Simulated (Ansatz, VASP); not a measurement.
## Ge: VASP beside Ansatz

```xyz
2
Lattice="-2.5546 2.5575 1.4106 2.5575 -2.5546 1.4106 2.5693 2.5693 -1.4054" Properties=species:S:1:pos:R:3 pbc="T T T"
Ge   -2.5542    2.5571    1.4106
Ge    0.0077    2.5645    0.7080
```

Alike in both runs: task single point; functional PBE; k mesh 14 × 14 × 10; occupations fermi-dirac, width 0.1 eV; no spin polarisation.

```csv
,VASP,Ansatz
version,VASP 6.6.1,Ansatz 0.2.0
potentials or method,"VASP PAW PBE potentials, release 64 (Ge_d), cutoff 520 eV","plane waves (420 eV) with PAW, scalar-relativistic"
valence electrons in the cell,28,28
```

```csv
,VASP,Ansatz,Ansatz less VASP
pressure (GPa),2.9,3.0,+0.17
"traceless stress, the component that is largest in VASP (GPa)",-0.40,-0.40,+0.001
```
